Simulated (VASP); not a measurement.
# H6C5O2 in VASP: further runs, part 3 of 3

VASP 6.6.1. The steps go on from the part before.

## 4. Single point, PBE

INCAR

```
SYSTEM = H6C5O2
PREC = Accurate ; ENCUT = 520
EDIFF = 1E-7 ; ISMEAR = -1
SIGMA = 0.02 ; LREAL = Auto
LASPH = .TRUE. ; NELM = 100
ALGO = Normal ; ISIF = 2
LWAVE = .FALSE. ; LCHARG = .FALSE.
GGA = PE ; NBANDS = 82
```

KPOINTS

```
regular mesh
0
G
  1 1 1
  0 0 0
```

POSCAR

```
H6C5O2
1.0
    8.7499050000      0.0000000000      0.0000000000
    0.0000000000      8.7499050000      0.0000000000
    0.0000000000      0.0000000000      8.7499050000
O C H
6 15 18
Direct
    0.7173792173      0.6166809811      0.9053926871
    0.4922682018      0.7361565640      0.8579521721
    0.9597361343      0.8584207486      1.0552800288
    0.9369701728      0.8095745040      0.7971286545
    0.1146183873     -0.1251327872      0.3709868850
    0.2989175311      0.0358746752      0.4414676502
    0.5674118748      0.6408641008      0.9206385669
    1.0030280329      0.8081344883      0.9163870922
    0.1765276309      0.0135658616      0.3816041431
    0.7665454654      0.1699332736      1.0667315817
    0.8054373162      0.1519902216      0.9350272946
    0.0770408364      0.2722886706      0.7310365084
    0.1320128619      0.1761276265      0.8143174126
    0.2401168927      0.4204617079      0.0522862820
    0.2923574599      0.3349179220      0.1462644452
    0.8797695518      0.6584185771      0.4429076659
    0.8811867100      0.5219713814      0.4530220614
    0.8081116309      1.0295311778      0.5519717071
    0.6943732532      1.0300911838      0.4739251455
    0.3343922020      0.6239953462      0.5983493535
    0.3483694966      0.4883938740      0.5626232513
    0.7480652647      0.6848531498      0.8295061489
    0.5285428813      0.5705776234      1.0182739127
    0.8616207833      0.9125813366      1.0330855021
    1.1181035680      0.7690026349      0.9314272555
    0.2101622818     -0.1826876978      0.4159130871
    0.0909838450      0.1037039831      0.3631010851
    0.8391862540      0.1369272009      0.8203060490
    0.7158706295      0.1834191343      1.1789499429
    0.2027336297      0.1049611396      0.8845124604
   -0.0027314582      0.3568610173      0.6832531325
    0.3460380427      0.2759801392      0.2507798656
    0.1873506055      0.5132741441     -0.0196573563
    0.8519521069      0.4058901211      0.4883938740
    0.8830038726      0.7816884869      0.4442791093
    0.6016979613      1.0671658721      0.4011929272
    0.8970725968      0.9862049931      0.6159152585
    0.3684154285      0.3782555353      0.5141998685
    0.3360265054      0.7388308787      0.6345097461
```

Potentials or basis: VASP PAW PBE potentials, release 64 (O, C, H).

Run with:

```
cat potpaw_PBE.64/O/POTCAR potpaw_PBE.64/C/POTCAR potpaw_PBE.64/H/POTCAR > POTCAR
mpirun -np 1 vasp_gam > vasp.out
```

OUTCAR:

```text
SYSTEM = H6C5O2
   PREC = Accurate
   ENCUT = 520
   EDIFF = 1E-7
   ISMEAR = -1
   LREAL = Auto
   LASPH = .TRUE.
   NELM = 100
   ISIF = 2
   GGA = PE

 ion  position               nearest neighbor table
   1  0.717  0.617  0.905-  22 0.93   7 1.34
   2  0.492  0.736  0.858-   7 1.20
   3  0.960  0.858  0.055-  24 1.00   8 1.35
   4  0.937  0.810  0.797-   8 1.19
   5  0.115  0.875  0.371-  26 1.05   9 1.33
   6  0.299  0.036  0.441-   9 1.21
   7  0.567  0.641  0.921-  23 1.11   2 1.20   1 1.34
   8  0.003  0.808  0.916-  25 1.07   4 1.19   3 1.35
   9  0.177  0.014  0.382-  27 1.10   6 1.21   5 1.33
  10  0.767  0.170  0.067-  29 1.08  11 1.21
  11  0.805  0.152  0.935-  28 1.05  10 1.21
  12  0.077  0.272  0.731-  31 1.10  13 1.21
  13  0.132  0.176  0.814-  30 1.07  12 1.21
  14  0.240  0.420  0.052-  33 1.13  15 1.20
  15  0.292  0.335  0.146-  32 1.15  14 1.20
  16  0.880  0.658  0.443-  35 1.08  17 1.20
  17  0.881  0.522  0.453-  34 1.09  16 1.20
[... 8 lines left out ...]
  26  0.210  0.817  0.416-   5 1.05
  27  0.091  0.104  0.363-   9 1.10
[... 10 lines left out ...]
  38  0.368  0.378  0.514-  21 1.07
  39  0.336  0.739  0.635-  20 1.05

  LATTYP: Found a simple cubic cell.
 ALAT       =     8.7499050000

  Lattice vectors:

 A1 = (   8.7499050000,   0.0000000000,   0.0000000000)
 A2 = (   0.0000000000,   8.7499050000,   0.0000000000)
 A3 = (   0.0000000000,   0.0000000000,   8.7499050000)

Analysis of symmetry for initial positions (statically):
=====================================================================
 Subroutine PRICEL returns:
 Original cell was already a primitive cell.

 Routine SETGRP: Setting up the symmetry group for a
 simple cubic supercell.

 Subroutine GETGRP returns: Found  1 space group operations
 (whereof  1 operations were pure point group operations)
 out of a pool of 48 trial point group operations.

The static configuration has the point symmetry C_1 .

Analysis of symmetry for dynamics (positions and initial velocities):
=====================================================================
 Subroutine PRICEL returns:
 Original cell was already a primitive cell.

 Routine SETGRP: Setting up the symmetry group for a
 simple cubic supercell.

 Subroutine GETGRP returns: Found  1 space group operations
 (whereof  1 operations were pure point group operations)
 out of a pool of 48 trial point group operations.

The dynamic configuration has the point symmetry C_1 .

 Subroutine INISYM returns: Found  1 space group operations
 (whereof  1 operations are pure point group operations),
 and found     1 'primitive' translations

----------------------------------------------------------------------------------------

                                     Primitive cell

  volume of cell :     669.9001

  direct lattice vectors                    reciprocal lattice vectors
     8.749905000  0.000000000  0.000000000     0.114286955  0.000000000  0.000000000
     0.000000000  8.749905000  0.000000000     0.000000000  0.114286955  0.000000000
     0.000000000  0.000000000  8.749905000     0.000000000  0.000000000  0.114286955

  length of vectors
     8.749905000  8.749905000  8.749905000     0.114286955  0.114286955  0.114286955

  position of ions in fractional coordinates (direct lattice)
[... 105 lines left out ...]

 Found      1 irreducible k-points:

 Following reciprocal coordinates:
            Coordinates               Weight
  0.000000  0.000000  0.000000      1.000000
   k-points           NKPTS =      1   k-points in BZ     NKDIM =      1   number of bands    NBANDS=     82
   number of dos      NEDOS =    301   number of ions     NIONS =     39
   total plane-waves  NPLWV = 343000
   dimension x,y,z NGX =    70 NGY =   70 NGZ =   70
   dimension x,y,z NGXF=   140 NGYF=  140 NGZF=  140
   ions per type =               6  15  18
   NGX,Y,Z   is equivalent  to a cutoff of  13.30, 13.30, 13.30 a.u.
   NGXF,Y,Z  is equivalent  to a cutoff of  26.60, 26.60, 26.60 a.u.
 SYSTEM =  H6C5O2
   PREC   = accura    normal or accurate (medium, high low for compatibility)
   ISTART =      0    job   : 0-new  1-cont  2-samecut
   ICHARG =      2    charge: 1-file 2-atom 10-const
   ISPIN  =      1    spin polarized calculation?
   LNONCOLLINEAR =      F non collinear calculations
   LSORBIT =      F    spin-orbit coupling
   LASPH  =      T    aspherical Exc in radial PAW
   ENCUT  =  520.0 eV  38.22 Ry    6.18 a.u.  16.27 16.27 16.27*2*pi/ulx,y,z
   NELM   =    100;   NELMIN=  2; NELMDL= -5     # of ELM steps
   EDIFF  = 0.1E-06   stopping-criterion for ELM
   LREAL  =      T    real-space projection
   EDIFFG = 0.1E-05   stopping-criterion for IOM
   NSW    =      0    number of steps for IOM
   IBRION =     -1    ionic relax: 0-MD 1-quasi-New 2-CG
   NFREE  =      0    steps in history (QN), initial steepest desc. (CG)
   ISIF   =      2    stress and relaxation
   ISYM   =      2    0-nonsym 1-usesym 2-fastsym
   POTIM  = 0.5000    time-step for ionic-motion
   TEBEG  =    0.0;   TEEND  =   0.0 temperature during run
   PSTRESS=    0.0 pullay stress
   NELECT =     114.0000    total number of electrons
   NUPDOWN=      -1.0000    fix difference up-down
   EMIN   =  10.00;   EMAX   =-10.00  energy-range for DOS
   EFERMI =   0.00;   METHOD = LEGACY
   ISMEAR =    -1;   SIGMA  =   0.02  broadening in eV -4-tet -1-fermi 0-gaus
   EFERMI_NEDOS =   21; number of points for ismear=-14 and -15
   IALGO  =     38    algorithm
   IMIX   =      4    mixing-type and parameters
     AMIX     =   0.40;   BMIX     =  1.00
     AMIX_MAG =   1.60;   BMIX_MAG =  1.00
  volume/ion in A,a.u.               =      17.18       115.92
  Fermi-wavevector in a.u.,A,eV,Ry     =   0.907207  1.714373 11.197931  0.823025
  Thomas-Fermi vector in A             =   2.030987
   LORBIT       =      0    0 simple, 1 ext, 2 COOP (PROOUT), +10 PAW based schemes
   GGA     = PE    functional components
   LHFCALC =     F    Hartree Fock is set to
   AEXX    =    0.0000 exact exchange contribution
   IVDW    =     0    specifies the selected vdW correction
   LEPSILON=     F    determine dielectric tensor
   LRPA    =     F    only Hartree local field effects (RPA)
 non-spin polarized calculation
  energy-cutoff  :      520.00
  volume of cell :      669.90
 maximum number of plane-waves:      8971
 NGX is ok and might be reduce to    70
   NGX = 33   NGY = 33   NGZ = 33

 number of electron     113.9999999 magnetization

 Free energy of the ion-electron system (eV)
  ---------------------------------------------------
  ext. energy  EPLUGINS =         0.00000000
  ---------------------------------------------------
  free energy    TOTEN  =      -226.37047627 eV

  energy without entropy =     -226.37047627  energy(sigma->0) =     -226.37047627

 E-fermi :  -3.4727     XC(G=0):  -5.7904

 val. band max:       -3.9746343897   @ k =   0.0000   0.0000   0.0000
 cond. band min:       0.6595253912   @ k =   0.0000   0.0000   0.0000
 fundamental gap:      4.6341597809
 Fermi energy:        -3.4726913978

 k-point     1 :       0.0000    0.0000    0.0000
  band No.  band energies     occupation
      1     -25.7897      2.00000
      2     -25.7236      2.00000
      3     -25.4459      2.00000
      4     -23.7748      2.00000
      5     -23.2999      2.00000
      6     -23.2536      2.00000
[... 61 lines left out ...]
     68       2.0958      0.00000
     69       2.2351      0.00000
 [bands above 69 left out]

------------------------ aborting loop because EDIFF is reached ----------------------------------------

  FORCE on cell =-STRESS in cart. coord.  units (eV):
  Direction    XX          YY          ZZ          XY          YZ          ZX
  --------------------------------------------------------------------------------------
  -------------------------------------------------------------------------------------
  Total        7.6261433      2.9023332      3.8648366      2.0187458     -0.1957263      0.0449544
  in kB       18.2391894      6.9414122      9.2433991      4.8281661     -0.4681120      0.1075159
  external PRESSURE =      11.4746669 kB  Pullay stress =       0.0000000 kB

 VOLUME and BASIS-vectors are now :
 -----------------------------------------------------------------------------
  energy-cutoff  :      520.00
  volume of cell :      669.90
      direct lattice vectors                 reciprocal lattice vectors
     8.749905000  0.000000000  0.000000000     0.114286955  0.000000000  0.000000000
     0.000000000  8.749905000  0.000000000     0.000000000  0.114286955  0.000000000
     0.000000000  0.000000000  8.749905000     0.000000000  0.000000000  0.114286955

 POSITION                                       TOTAL-FORCE (eV/Angst)
 -----------------------------------------------------------------------------------
      6.27700      5.39590      7.92210        -0.727359     -1.694645      1.201153
      4.30730      6.44130      7.50700        -0.900543      1.244506     -1.094007
      8.39760      7.51110      0.48370        -1.200225      0.314553     -1.062857
      8.19840      7.08370      6.97480        -1.481677      0.268964     -1.702725
      1.00290      7.65500      3.24610         2.475363     -1.107447      0.501882
      2.61550      0.31390      3.86280         1.705724      0.508510     -0.091997
[... 31 lines left out ...]
      3.22360      3.30970      4.49920        -0.147526     -0.261179      0.188233
      2.94020      6.46470      5.55190        -0.064196      0.641430      0.346256
 -----------------------------------------------------------------------------------
    total drift:                                0.010068     -0.002231     -0.002963

  FREE ENERGIE OF THE ION-ELECTRON SYSTEM (eV)
  ---------------------------------------------------
  free  energy   TOTEN  =      -226.3704762661 eV

  energy  without entropy=     -226.3704762661  energy(sigma->0) =     -226.37047627
```

Run time: 2.4 min. Hardware: 1 thread of Intel Xeon Platinum 8259CL at 2.50GHz (Skylake/Cascade Lake), shared host; peak memory 0.67 GiB.

Results:

* Free energy: -226.3705 eV
* Pressure: 1.1 GPa
* Largest force: 3.198 eV/Å
* Band gap on the k mesh: 4.63 eV

Forces on the atoms (eV/Å):
```
O   -0.727 -1.695  1.201
O   -0.901  1.245 -1.094
O   -1.200  0.315 -1.063
O   -1.482  0.269 -1.703
O    2.475 -1.107  0.502
O    1.706  0.509 -0.092
C    0.439 -1.101  2.485
C    1.651  0.061  2.324
C   -1.847  0.630  1.012
C   -0.468 -0.030  0.145
C   -0.561  0.097  0.934
C   -1.018  0.440  0.014
C    0.554  0.265 -0.317
C   -1.047  1.980 -1.141
C    1.390 -1.186  2.624
C   -0.027  1.481  0.087
C   -0.699 -1.953  0.704
C   -0.885 -0.205 -0.673
C   -0.711  1.091 -0.756
C    0.310 -2.876 -0.905
C   -0.141  2.486  0.267
H    1.428  1.803 -2.188
H   -0.372 -0.274 -0.214
H    0.132  0.096  0.665
H    1.249 -0.658 -0.185
H   -1.995 -0.047 -0.858
H    0.022  0.182 -0.700
H    0.129 -0.042 -0.478
H    0.438  0.019 -0.378
H   -0.082 -0.099 -0.057
H    0.886 -0.534  0.105
H   -1.015  0.764 -2.070
H    0.776 -1.577  0.758
H    0.395  0.487 -0.601
H   -0.020 -0.439 -0.290
H   -0.020 -0.456  0.304
H    1.449 -0.318  1.095
H   -0.148 -0.261  0.188
H   -0.064  0.641  0.346
```

Caveat: the k points lie up to 0.72 Å⁻¹ apart.

## 5. Overview

| cell | gap on the mesh (eV) | pressure (GPa) | largest force (eV/Å) |
| --- | --- | --- | --- |
| as given, atomic positions A | 4.86 | 0.4 | 3.50 |
| as given, atomic positions B | 4.71 | 0.1 | 3.26 |
| as given, atomic positions C | 4.63 | 1.1 | 3.20 |

Alike in all rows: task single point; level PBE; potentials or basis VASP PAW PBE potentials, release 64 (O, C, H); no spin polarisation; k mesh 1 × 1 × 1; cutoff (eV) 520; smearing fermi-dirac 0.02 eV.

Caveats: all runs use coarse meshes.

Total energies depend on the potentials used, so only differences within one code and one set of settings carry meaning.
